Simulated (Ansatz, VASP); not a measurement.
Two plane-wave programs on C

The input POSCAR:

```
C
1.0
    0.2237658205      1.9020094744      1.9020094744
    1.9020094744      0.2237658205      1.9020094744
    1.9020094744      1.9020094744      0.2237658205
C
2
Direct
    0.5000000000      0.5000000000      0.5000000000
    0.7500000000      0.7500000000      0.7500000000
```

Contents of INCAR.step1:

```
ALGO = Normal ; EDIFF = 1E-4
ENCUT = 520 ; GGA = PE
ISMEAR = 0 ; LASPH = T
LCHARG = F ; LREAL = F
LWAVE = T ; NBANDS = 11
NELM = 100 ; PREC = Accurate
SIGMA = 0.05
```

INCAR.step2

```
ALGO = Normal ; EDIFF = 1E-6
ENCUT = 520 ; ISIF = 2
ISMEAR = 0 ; ISTART = 1
LASPH = T ; LCHARG = T
LELF = T ; LMIXTAU = T
LREAL = F ; LVHAR = T
LWAVE = F ; METAGGA = R2SCAN
NBANDS = 11 ; NELM = 100
PREC = Accurate ; SIGMA = 0.05
```

KPOINTS

```
k-points
0
Gamma
  12 12 12
```

Input for Ansatz:

```yaml
crystal:
  lattice:
    - [0.2237658205, 1.9020094744, 1.9020094744]
    - [1.9020094744, 0.2237658205, 1.9020094744]
    - [1.9020094744, 1.9020094744, 0.2237658205]
  atoms:
    - { symbol: C, position: [0.5, 0.5, 0.5] }
    - { symbol: C, position: [0.75, 0.75, 0.75] }
basis:
  ecutwfc: 500
kpoints:
  mp_grid: { grid: [12, 12, 12] }
hamiltonian:
  xc: r2scan
scf:
  occupations: { method: gaussian, width: 0.05 }
output:
  forces: true
  stress: true
  eigenvalues: true
```

Alike in both runs: task single point; functional r2SCAN; k mesh 12 × 12 × 12; occupations gaussian, width 0.05 eV; no spin polarisation.

```csv
,VASP,Ansatz
version,VASP 6.6.1,Ansatz 0.2.0
potentials or method,"VASP PAW PBE potentials, release 64 (C), cutoff 520 eV","scalar-relativistic, plane waves, PAW"
valence electrons in the cell,8,8
```

```tsv
	VASP	Ansatz	Ansatz less VASP
gap on the k mesh at the Fermi level (eV)	0.70	0.73	+0.031
least direct gap on the mesh (eV)	0.70	0.73	+0.031
pressure (GPa)	15.9	14.5	-1.35
traceless stress, the component that is largest in VASP (GPa)	-64.79	-64.53	+0.264
rms of the force components (eV/Å)	0.697	0.731	+0.0339
```

VASP's potentials were made for PBE, not for r2SCAN. Atom by atom the forces differ by 0.034 eV/Å (rms over components). The functional is the same, so the differences come from potentials, cutoffs and numerics.
